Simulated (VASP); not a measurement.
# CsI (Pm-3m) in VASP: notebook

CsI is run at these levels: LDA, PBE+D3(BJ); tasks: single point.

All numbers are computed with VASP 6.6.1; they aren't measurements. Logs are shortened: lines on timing, memory, paths and dates and some standing lists are left out, and cuts for length are marked.

## (1) The cell of the first run

The structure is cubic, space group Pm-3m (No. 221). Conventional cell: a = 4.402 Å, b = 4.402 Å, c = 4.402 Å, α = 90.00°, β = 90.00°, γ = 90.00°. Cs (site symmetry m-3m) has 8 I at 3.81 Å and 6 Cs at 4.40 Å within 5.0 Å. Within 5.0 Å of I (site symmetry m-3m) lie 8 Cs at 3.81 Å and 6 I at 4.40 Å.

## (2) Single point, LDA

INCAR

```
SYSTEM = CsI
PREC = Accurate
ENCUT = 500
EDIFF = 1E-6
ISMEAR = -1
SIGMA = 0.05
LREAL = .False.
LASPH = .True.
NELM = 120
ALGO = Normal
ISIF = 2
LWAVE = .False.
LCHARG = .False.
GGA = CA
NBANDS = 15
GGA_COMPAT = .False.
```

KPOINTS

```
regular mesh
0
Gamma
  6 6 6
  0 0 0
```

POSCAR

```
CsI
1.0
    4.4018176864      0.0000000000      0.0000000000
    0.0000000000      4.4018176864      0.0000000000
    0.0000000000      0.0000000000      4.4018176864
Cs I
1 1
Direct
    0.0000000000      0.0000000000      0.0000000000
    0.5000000000      0.5000000000      0.5000000000
```

Potentials or basis: VASP PAW LDA potentials, release 64 (Cs_sv, I).

Run with:

```
$ cat potpaw_LDA.64/Cs_sv/POTCAR potpaw_LDA.64/I/POTCAR > POTCAR
$ mpirun -np 1 vasp_std > vasp.out
```

OUTCAR:

```text
SYSTEM = CsI
   PREC = Accurate
   ENCUT = 500
   EDIFF = 1E-6
   ISMEAR = -1
   LREAL = .False.
   LASPH = .True.
   NELM = 120
   ISIF = 2
   GGA = CA

 ion  position               nearest neighbor table
   1  0.000  0.000  0.000-
   2  0.500  0.500  0.500-

  LATTYP: Found a simple cubic cell.
 ALAT       =     4.4018176864

  Lattice vectors:

 A1 = (   4.4018176864,   0.0000000000,   0.0000000000)
 A2 = (   0.0000000000,   4.4018176864,   0.0000000000)
 A3 = (   0.0000000000,   0.0000000000,   4.4018176864)

Analysis of symmetry for initial positions (statically):
=====================================================================
 Subroutine PRICEL returns:
 Original cell was already a primitive cell.

 Routine SETGRP: Setting up the symmetry group for a
 simple cubic supercell.

 Subroutine GETGRP returns: Found 48 space group operations
 (whereof 48 operations were pure point group operations)
 out of a pool of 48 trial point group operations.

The static configuration has the point symmetry O_h .

Analysis of symmetry for dynamics (positions and initial velocities):
=====================================================================
 Subroutine PRICEL returns:
 Original cell was already a primitive cell.

 Routine SETGRP: Setting up the symmetry group for a
 simple cubic supercell.

 Subroutine GETGRP returns: Found 48 space group operations
 (whereof 48 operations were pure point group operations)
 out of a pool of 48 trial point group operations.

The dynamic configuration has the point symmetry O_h .

 Subroutine INISYM returns: Found 48 space group operations
 (whereof 48 operations are pure point group operations),
 and found     1 'primitive' translations

----------------------------------------------------------------------------------------

                                     Primitive cell

  volume of cell :      85.2896

  direct lattice vectors                    reciprocal lattice vectors
     4.401817686  0.000000000  0.000000000     0.227178877  0.000000000  0.000000000
     0.000000000  4.401817686  0.000000000     0.000000000  0.227178877  0.000000000
     0.000000000  0.000000000  4.401817686     0.000000000  0.000000000  0.227178877

  length of vectors
     4.401817686  4.401817686  4.401817686     0.227178877  0.227178877  0.227178877

  position of ions in fractional coordinates (direct lattice)
[... 80 lines left out ...]
   ISIF   =      2    stress and relaxation
   ISYM   =      2    0-nonsym 1-usesym 2-fastsym
   POTIM  = 0.5000    time-step for ionic-motion
   TEBEG  =    0.0;   TEEND  =   0.0 temperature during run
   PSTRESS=    0.0 pullay stress
   NELECT =      16.0000    total number of electrons
   NUPDOWN=      -1.0000    fix difference up-down
   EMIN   =  10.00;   EMAX   =-10.00  energy-range for DOS
   EFERMI =   0.00;   METHOD = LEGACY
   ISMEAR =    -1;   SIGMA  =   0.05  broadening in eV -4-tet -1-fermi 0-gaus
   EFERMI_NEDOS =   21; number of points for ismear=-14 and -15
   IALGO  =     38    algorithm
   IMIX   =      4    mixing-type and parameters
     AMIX     =   0.40;   BMIX     =  1.00
     AMIX_MAG =   1.60;   BMIX_MAG =  1.00
  volume/ion in A,a.u.               =      42.64       287.78
  Fermi-wavevector in a.u.,A,eV,Ry     =   0.937165  1.770985 11.949703  0.878278
  Thomas-Fermi vector in A             =   2.064248
   LORBIT       =      0    0 simple, 1 ext, 2 COOP (PROOUT), +10 PAW based schemes
   GGA     = CA    functional components
   LHFCALC =     F    Hartree Fock is set to
   AEXX    =    0.0000 exact exchange contribution
   IVDW    =     0    specifies the selected vdW correction
   LEPSILON=     F    determine dielectric tensor
   LRPA    =     F    only Hartree local field effects (RPA)
 non-spin polarized calculation
  energy-cutoff  :      500.00
  volume of cell :       85.29
 maximum number of plane-waves:      2192
   NGX = 17   NGY = 17   NGZ = 17

 number of electron      15.9999994 magnetization

 Free energy of the ion-electron system (eV)
  ---------------------------------------------------
  ext. energy  EPLUGINS =         0.00000000
  ---------------------------------------------------
  free energy    TOTEN  =        -6.18711187 eV

  energy without entropy =       -6.18711187  energy(sigma->0) =       -6.18711187

 E-fermi :   2.4547     XC(G=0):  -8.5345

 val. band max:        1.3774252952   @ k =   0.5000   0.5000   0.0000
 cond. band min:       5.1476197851   @ k =   0.0000   0.0000   0.0000
 fundamental gap:      3.7701944900
 Fermi energy:         2.4546731860

 k-point     1 :       0.0000    0.0000    0.0000
  band No.  band energies     occupation
      1     -18.8561      2.00000
      2      -9.5258      2.00000
      3      -5.5373      2.00000
      4      -5.5373      2.00000
      5      -5.5373      2.00000
      6       1.3156      2.00000
      7       1.3156      2.00000
      8       1.3156      2.00000
      9       5.1476      0.00000
     10       5.1476      0.00000
     11       5.3218      0.00000
     12       9.2862      0.00000
     13       9.2862      0.00000
     14       9.2862      0.00000
[... 329 lines left out ...]
      2      -9.1554      2.00000
      3      -5.8936      2.00000
      4      -5.8936      2.00000
      5      -5.8936      2.00000
      6      -0.2764      2.00000
      7      -0.2764      2.00000
      8      -0.2764      2.00000
      9       8.7337      0.00000
     10       8.7337      0.00000
     11       8.7337      0.00000
     12       9.6539      0.00000
     13       9.6539      0.00000
     14       9.6539      0.00000
     15      11.7316      0.00000

------------------------ aborting loop because EDIFF is reached ----------------------------------------

  FORCE on cell =-STRESS in cart. coord.  units (eV):
  Direction    XX          YY          ZZ          XY          YZ          ZX
  --------------------------------------------------------------------------------------
  -------------------------------------------------------------------------------------
  Total        0.0382948      0.0382948      0.0382948     -0.0000000      0.0000000     -0.0000000
  in kB        0.7193738      0.7193738      0.7193738     -0.0000000      0.0000000     -0.0000000
  external PRESSURE =       0.7193738 kB  Pullay stress =       0.0000000 kB

 VOLUME and BASIS-vectors are now :
 -----------------------------------------------------------------------------
  energy-cutoff  :      500.00
  volume of cell :       85.29
      direct lattice vectors                 reciprocal lattice vectors
     4.401817686  0.000000000  0.000000000     0.227178877  0.000000000  0.000000000
     0.000000000  4.401817686  0.000000000     0.000000000  0.227178877  0.000000000
     0.000000000  0.000000000  4.401817686     0.000000000  0.000000000  0.227178877

 POSITION                                       TOTAL-FORCE (eV/Angst)
 -----------------------------------------------------------------------------------
      0.00000      0.00000      0.00000         0.000000      0.000000      0.000000
      2.20091      2.20091      2.20091         0.000000      0.000000      0.000000
 -----------------------------------------------------------------------------------
    total drift:                                0.000000      0.000000     -0.000000

  FREE ENERGIE OF THE ION-ELECTRON SYSTEM (eV)
  ---------------------------------------------------
  free  energy   TOTEN  =        -6.1871118702 eV

  energy  without entropy=       -6.1871118701  energy(sigma->0) =       -6.18711187
```

OSZICAR:

```text
N       E                     dE             d eps       ncg     rms          rms(c)
DAV:   1     0.791261914220E+02    0.79126E+02   -0.60713E+03   600   0.866E+02
DAV:   2    -0.333025379412E-01   -0.79159E+02   -0.72041E+02   903   0.138E+02
DAV:   3    -0.623834615099E+01   -0.62050E+01   -0.61736E+01   761   0.424E+01
DAV:   4    -0.631729995500E+01   -0.78954E-01   -0.78939E-01   767   0.589E+00
DAV:   5    -0.631813265408E+01   -0.83270E-03   -0.83269E-03   796   0.585E-01    0.171E+00
DAV:   6    -0.621339304958E+01    0.10474E+00   -0.74911E-02   740   0.149E+00    0.118E+00
DAV:   7    -0.618767837094E+01    0.25715E-01   -0.65173E-02   733   0.132E+00    0.476E-01
DAV:   8    -0.618723817944E+01    0.44019E-03   -0.79387E-03   684   0.453E-01    0.959E-02
DAV:   9    -0.618710374999E+01    0.13443E-03   -0.24515E-04   838   0.114E-01    0.498E-02
DAV:  10    -0.618712092967E+01   -0.17180E-04   -0.12937E-04   691   0.485E-02    0.228E-02
DAV:  11    -0.618711333642E+01    0.75933E-05   -0.49541E-05   733   0.363E-02    0.510E-03
DAV:  12    -0.618711186547E+01    0.14709E-05   -0.37342E-06   747   0.120E-02    0.132E-03
DAV:  13    -0.618711187017E+01   -0.46964E-08   -0.41633E-07   433   0.322E-03
   1 F= -.61871119E+01 E0= -.61871119E+01  d E =-.432281E-10
```

stdout:

```text
POSCAR found type information on POSCAR CsI
 POSCAR found :  2 types and       2 ions
 scaLAPACK will be used
 LDA part: xc-table for (Slater(with rela. corr.)+CA(PZ))
 , standard interpolation
 POSCAR, INCAR and KPOINTS ok, starting setup
 FFT: planning ... GRIDC
 FFT: planning ... GRID_SOFT
 FFT: planning ... GRID
 WAVECAR not read
 entering main loop
```

It took 23 s on 1 thread of Intel Xeon 8259CL, shared host; peak memory 0.16 GiB.

What came out:

```yaml
Free_energy: -6.1871 eV
Pressure: 0.1 GPa
Band_gap_on_the_k_mesh: 3.77 eV (least direct gap 3.83 eV)
```

Levels at points of the mesh, in eV from the valence-band top:
```
           k point  band 6  band 7  band 8  band 9  band 10  band 11
(0.00, 0.00, 0.00)   -0.06   -0.06   -0.06    3.77     3.77     3.94
(0.50, 0.00, 0.00)   -1.91   -0.33   -0.33    4.90     6.58     6.75
(0.50, 0.50, 0.00)   -0.94   -0.94    0.00    3.96     4.77     5.98
(0.50, 0.50, 0.50)   -1.65   -1.65   -1.65    7.36     7.36     7.36
```

Caveat: spin-orbit coupling is left out, which moves the levels of the heavy elements. A k mesh can miss the band edges.

## (3) Single point, PBE+D3(BJ)

This run uses another cell than the first one, of 47.62 Å³/atom.

INCAR: that of step 2 with these lines changed.

```diff
@@ -13,3 +13,4 @@
 LCHARG = .False.
-GGA = CA
+GGA = PE
+IVDW = 12
 NBANDS = 15
```

KPOINTS

```
Automatic mesh
0
Gamma
  6 6 6
  0 0 0
```

POSCAR

```
CsI
1.0
    4.5667000000      0.0000000000      0.0000000000
    0.0000000000      4.5667000000      0.0000000000
    0.0000000000      0.0000000000      4.5667000000
Cs I
1 1
Direct
    0.0000000000      0.0000000000      0.0000000000
    0.5000000000      0.5000000000      0.5000000000
```

Potentials or basis: VASP PAW PBE potentials, release 64 (Cs_sv, I).

Run with:

```
$ cat potpaw_PBE.64/Cs_sv/POTCAR potpaw_PBE.64/I/POTCAR > POTCAR
$ mpirun -np 1 vasp_std > vasp.out
```

It took 38 s on 1 thread of Intel Xeon 8259CL, shared host; peak memory 0.22 GiB.

It converged, with:

* Free energy: -5.9074 eV
* Pressure: 0.0 GPa
* Band gap on the k mesh: 3.88 eV (least direct gap 3.96 eV)
* Dispersion energy per atom: -0.240 eV

Levels at points of the mesh, in eV from the valence-band top:
```tsv
k point	band 4	band 5	band 6	band 7	band 8	band 9	band 10	band 11	band 12	band 13
(0.00, 0.00, 0.00)	-7.09	-7.09	-0.09	-0.09	-0.09	3.88	4.18	4.18	7.76	7.76
(0.50, 0.00, 0.00)	-7.03	-7.03	-1.56	-0.24	-0.24	5.20	6.49	6.73	6.82	7.90
(0.50, 0.50, 0.00)	-7.45	-6.99	-0.86	-0.86	0.00	4.24	4.92	6.10	6.10	9.54
(0.50, 0.50, 0.50)	-7.34	-7.34	-1.31	-1.31	-1.31	7.17	7.17	7.17	7.86	7.86
```

Caveat: spin-orbit coupling is left out, which moves the levels of the heavy elements. PBE gaps usually lie below the measured ones, often by a third to a half.
